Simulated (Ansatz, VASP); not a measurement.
# One calculation of Al, two programs

The input INCAR:

```
ALGO = Normal
EDIFF = 1E-6
EDIFFG = -0.01
ENCUT = 600
GGA = RE
IBRION = 2
ISIF = 3
ISMEAR = -1
IVDW = 13
LASPH = True
LCHARG = False
LREAL = False
LWAVE = False
NELM = 60
NSW = 60
PREC = Accurate
SIGMA = 0.05
```

KPOINTS

```
k-points
0
Gamma
  12 12 12
```

POSCAR

```
Al
1.0
   -1.5912186900      1.5912186900      1.5912186900
    1.5912186900     -1.5912186900      1.5912186900
    1.5912186900      1.5912186900     -1.5912186900
Al
1
Direct
    0.0000000000      0.0000000000      0.0000000000
```

input.yaml

```yaml
crystal:
  lattice:
    - [-1.59121869, 1.59121869, 1.59121869]
    - [1.59121869, -1.59121869, 1.59121869]
    - [1.59121869, 1.59121869, -1.59121869]
  atoms:
    - { symbol: Al, position: [0.0, 0.0, 0.0] }
hamiltonian:
  xc: revpbe
  pseudopotentials: { kind: paw }
  dispersion: d4
kpoints:
  mp_grid: { grid: [12, 12, 12] }
scf:
  occupations: { method: fermi_dirac, width: 0.05 }
output:
  forces: true
  stress: true
  eigenvalues: true
relax:
  f_tol: 0.01
  max_steps: 40
  cell: { stress_tol: 0.05 }
```

Alike in both runs: task relaxation of cell and atoms; functional revPBE; dispersion D4; k mesh 12 × 12 × 12; occupations fermi-dirac, width 0.05 eV; no spin polarisation.

|  | VASP | Ansatz |
| --- | --- | --- |
| version | VASP 6.6.1 | Ansatz 0.2.0 |
| potentials or method | VASP PAW PBE potentials, release 64 (Al) | Ansatz PAW |
| plane-wave cutoff (eV) | 600 | 420 |
| valence electrons in the cell | 3 | 3 |

```csv
,VASP,Ansatz,Ansatz less VASP
"gap on the k mesh at the Fermi level, each at its own relaxed structure (eV)",none,none,-
relaxed volume (Å³/atom),15.92,15.98,+0.058
relaxed cell length with the largest relative difference (Å),2.745,2.748,+0.0033
```

VASP's potentials were made for PBE, not for revPBE. A gap of «none» marks a metal or a gap that the smearing closes.

Noted on Ansatz's run: the plane-wave basis is chosen anew once the cell has moved, so the energies of steps on either side of that aren't comparable.
